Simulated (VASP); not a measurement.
Crystal: MnZn3.

```
Mn Zn
1.0
     3.86000    0.00000    0.00000
     0.00000    3.86000    0.00000
     0.00000    0.00000    3.86000
Mn Zn
1 3
Cartesian
  0.0000 0.0000 0.0000
  0.0000 1.9300 1.9300
  1.9300 0.0000 1.9300
  1.9300 1.9300 0.0000
```

Base run:

| Item | Value |
| --- | --- |
| Program | VASP 6.6.1 |
| Functional | PBEsol |
| Potentials or basis | VASP PAW PBE potentials, release 64 (Mn_pv, Zn) |
| Cutoff | 520 eV |
| k mesh | 7 × 7 × 7 |
| Occupations | fermi-dirac, width 0.03 eV |
| Spin | collinear spin, ferromagnetic start |
| Starting moments | [4.0, 0.0, 0.0, 0.0] μB |
| Hubbard terms | Mn d U = 4.0 eV |

Its results: pressure 0.4 GPa; net moment 3.89 μB per cell; site moments Mn +4.14; Zn -0.08 μB.

Problem. The run is repeated on the same cell with these changes: hubbard terms from Mn d U = 4.0 eV to Mn d U = 2.0 eV; further incar settings from ALGO = Normal; EDIFF = 1e-06; NBANDS = 36 to ALGO = Normal; EDIFF = 1e-07; NBANDS = 36. What comes out?

Solution. Pressure -3.7 GPa; net moment 3.41 μB per cell; site moments Mn +3.72; Zn -0.09 μB.

Caveats: the PAW data sets were made with another functional, which shifts forces and pressure a little; the U is typed as a test and isn't derived for this compound.
